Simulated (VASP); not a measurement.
## CoSi2: single point with PBE

Crystal: CoSi2.

```xyz
3
Lattice="0.0000 2.7469 2.5459 2.7469 0.0000 2.5459 2.7469 2.7469 0.0000" Properties=species:S:1:pos:R:3 pbc="T T T"
Co    0.0000    0.0000    0.0000
Si    1.3735    1.3735    1.2730
Si    4.1204    4.1204    3.8189
```

This cell differs from its parent crystal: strain +0.025 along x and y, -0.050 along z.

- Program: VASP 6.6.1
- Task: single point
- Functional: PBE
- Potentials or basis: VASP PAW PBE potentials, release 64 (Co, Si)
- Cutoff: 520 eV
- k mesh: 16 × 16 × 16
- Occupations: gaussian, width 0.15 eV
- Spin: no spin polarisation

| Quantity | Value |
| --- | --- |
| Pressure | 0.5 GPa |
| Band gap on the k mesh | zero (an odd number of electrons rules out a gap without spin polarisation) |

Stress tensor (GPa, compression positive):
```
-2.26  0.00  0.00
 0.00 -2.26  0.00
 0.00  0.00  6.16
```

Levels at points of the mesh, in eV from the Fermi level:
```
           k point  band 5  band 6  band 7  band 8  band 9  band 10  band 11  band 12  band 13  band 14
(0.00, 0.00, 0.00)   -2.06   -1.72    0.82    2.75    3.18     3.18     3.76     3.76     3.99     4.85
(0.50, 0.00, 0.00)   -2.17   -1.58   -1.57   -0.73   -0.30     2.87     3.22     3.31     4.65     9.87
(0.50, 0.50, 0.00)   -3.94   -1.87   -1.87   -1.71   -1.37     1.23     2.68     8.73     9.44     9.44
(0.50, 0.00, 0.50)   -3.03   -2.18   -2.01   -1.77   -1.26     1.76     3.08     8.36     8.53    10.36
```

Wall time 97 s on 1 thread of Intel(R) Xeon(R) 6975P-C (Granite Rapids), on a shared host, peak memory 0.32 GiB.

Caveat: the cell differs from its parent crystal (strain +0.025 along x and y, -0.050 along z); the stress differs along the axes, from -2 to 6 GPa; an odd number of electrons without spin polarisation forces a metal; a magnetic or distorted state may lie lower. Spin polarisation is off, so any magnetic state and its effect on volume and gap are missing.
